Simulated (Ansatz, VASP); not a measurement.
**Two plane-wave programs on AlN**

```
Al N
1.0
     3.06311    0.00000    0.00000
    -1.53155    2.65273    0.00000
     0.00000    0.00000    4.90274
Al N
2 2
Cartesian
  0.0000 1.8197 0.0075
  1.5316 0.8331 2.4588
  0.0000 1.7228 1.8801
  1.5316 0.9299 4.3315
```

Change from the starting cell: mode 5 frozen in at +0.052 Å, equal normal strain along x, y and z -0.0083.

Alike in both runs: task single point; functional LDA; k mesh 9 × 9 × 6; occupations gaussian, width 0.05 eV; no spin polarisation.

|  | VASP | Ansatz |
| --- | --- | --- |
| version | VASP 6.6.1 | Ansatz 0.2.0 |
| potentials or method | VASP PAW LDA potentials, release 64 (Al, N), cutoff 520 eV | scalar-relativistic, plane waves, PAW |
| valence electrons in the cell | 16 | 16 |

|  | VASP | Ansatz | Ansatz less VASP |
| --- | --- | --- | --- |
| gap on the k mesh at the Fermi level (eV) | 4.62 | 4.61 | -0.005 |
| least direct gap on the mesh (eV) | 4.62 | 4.61 | -0.005 |
| pressure (GPa) | 6.1 | 5.5 | -0.68 |
| traceless stress, the component that is largest in VASP (GPa) | 0.36 | 0.35 | -0.004 |
| rms of the force components (eV/Å) | 0.135 | 0.136 | +0.0001 |

LDA's correlation is that of Perdew and Zunger in VASP and of Perdew and Wang (1992) in Ansatz. Atom by atom the forces differ by 0.001 eV/Å (rms over components).
